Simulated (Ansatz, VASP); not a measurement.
One calculation of Si, two programs

The input INCAR:

```
ALGO     = Normal         # electronic algorithm
EDIFF    = 1E-6           # SCF threshold, eV
ENCUT    = 520            # plane-wave cutoff, eV
ISIF     = 2              # what is computed and relaxed
ISMEAR   = 0              # smearing method
LASPH    = T              # aspherical terms in the spheres
LCHARG   = F              # write CHGCAR
LREAL    = F              # projectors in reciprocal space
LWAVE    = F              # write WAVECAR
NBANDS   = 16             # bands
NELM     = 80             # most SCF steps
PREC     = Accurate       # precision mode
SIGMA    = 0.03           # smearing width, eV
```

The input KPOINTS:

```
k-points
0
Gamma
  12 12 6
```

File POSCAR:

```
Si
1.0
    3.8313174605      0.0000000000      0.0000000000
   -1.9156587303      3.1935925664      0.0000000000
    0.0000000000      0.0000000000      6.3326220002
Si
4
Direct
    0.3333333333      0.6666666667      0.0630095000
    0.6666666667      0.3333333333      0.5630095000
    0.3333333333      0.6666666667      0.4369905000
    0.6666666667      0.3333333333      0.9369905000
```

Input for Ansatz:

```yaml
crystal:
  lattice:
    - [3.8313174605, 0.0, 0.0]
    - [-1.9156587303, 3.1935925664, 0.0]
    - [0.0, 0.0, 6.3326220002]
  atoms:
    - { symbol: Si, position: [0.3333333333, 0.6666666667, 0.0630095] }
    - { symbol: Si, position: [0.6666666667, 0.3333333333, 0.5630095] }
    - { symbol: Si, position: [0.3333333333, 0.6666666667, 0.4369905] }
    - { symbol: Si, position: [0.6666666667, 0.3333333333, 0.9369905] }
basis:
  ecutwfc: 420
kpoints:
  mp_grid: { grid: [12, 12, 6] }
hamiltonian:
  xc: lda
scf:
  occupations: { method: gaussian, width: 0.03 }
output:
  forces: true
  stress: true
  eigenvalues: true
```

Change from the starting cell: strain -0.0375 x Voigt [0, 1, 0, 0, 0, 0], atoms carried along.

Alike in both runs: task single point; functional LDA; k mesh 12 × 12 × 6; occupations gaussian, width 0.03 eV; no spin polarisation.

```csv
,VASP,Ansatz
version,VASP 6.6.1,Ansatz 0.2.0
potentials or method,"VASP PAW LDA potentials, release 64 (Si), cutoff 520 eV","scalar-relativistic, plane waves, PAW"
valence electrons in the cell,16,16
```

Ansatz gave:

```
gap on the k mesh at the Fermi level (eV)                     : none
pressure (GPa)                                                : 1.7
traceless stress, the component that is largest in VASP (GPa) : 5.10
rms of the force components (eV/Å)                            : 0.256
```

Q: Which values does VASP return?

A: gap on the k mesh at the Fermi level (eV): none; pressure (GPa): 1.8; traceless stress, the component that is largest in VASP (GPa): 5.12; rms of the force components (eV/Å): 0.257.

LDA's correlation is that of Perdew and Zunger in VASP and of Perdew and Wang (1992) in Ansatz. Atom by atom the forces differ by 0.001 eV/Å (rms over components). A gap of «none» marks a metal or a gap that the smearing closes.
